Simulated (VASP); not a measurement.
## Os: single point with PBEsol

The system is Os.

```xyz
2
Lattice="2.7341 0.0000 0.0000 -1.3670 2.3678 0.0000 0.0000 0.0000 4.3197" Properties=species:S:1:pos:R:3 pbc="T T T"
Os   -0.2121    1.3664    1.0799
Os    1.3670    0.7893    3.2398
```

This cell differs from its parent crystal: atom 1 (Os) moved by (-0.300, +0.000) A along [1 1 0] and z.

```json
{
  "Program": "VASP 6.6.1",
  "Task": "single point",
  "Functional": "PBEsol",
  "Potentials or basis": "VASP PAW PBE potentials, release 64 (Os)",
  "Cutoff": "520 eV",
  "k mesh": "18 × 18 × 12",
  "Occupations": "gaussian, width 0.15 eV",
  "Spin": "no spin polarisation"
}
```

- Pressure: 3.8 GPa
- Largest force: 2.550 eV/Å
- Band gap on the k mesh: zero (band 8 reaches 11.61 eV, above the bottom of band 9 at 7.70 eV)

Forces on the atoms (eV/Å):
```
Os   1.646  1.947  0.000
Os  -1.646 -1.947  0.000
```

Stress tensor (GPa, compression positive):
```
 3.46  2.99  0.00
 2.99 -4.00  0.00
 0.00  0.00 11.92
```

Levels at points of the mesh, in eV from the Fermi level:
```
           k point  band 5  band 6  band 7  band 8  band 9  band 10  band 11  band 12
(0.00, 0.00, 0.00)   -2.84   -2.56   -2.36   -1.63   -0.40    -0.05     0.28     2.54
(0.50, 0.00, 0.00)   -3.83   -3.39   -2.13    1.76    2.41     2.80     4.84     5.06
(0.00, 0.50, 0.00)   -2.41   -2.12   -1.51    2.22    2.29     2.33     3.89     6.01
(0.50, 0.50, 0.00)   -2.77   -2.46   -2.23    1.74    2.14     2.35     4.21     5.79
(0.00, 0.00, 0.50)   -3.44   -3.44   -2.93   -2.93    0.40     0.40     1.11     1.11
(0.50, 0.00, 0.50)   -1.14   -1.14    0.47    0.47    2.26     2.26     2.92     2.92
(0.00, 0.50, 0.50)   -1.63   -1.63   -0.31   -0.31    2.35     2.35     3.87     3.87
(0.50, 0.50, 0.50)   -1.30   -1.30    0.08    0.08    2.32     2.32     3.60     3.60
```

Wall time 7 min on 1 thread of Oxide Virtual Turin-like Processor, with other jobs on the host, peak memory 0.46 GiB.

Caveat: the cell differs from its parent crystal (atom 1 (Os) moved by (-0.300, +0.000) A along [1 1 0] and z); the PAW data sets were made with another functional, which shifts forces and pressure a little; spin-orbit coupling is left out, which moves the levels of the heavy elements.
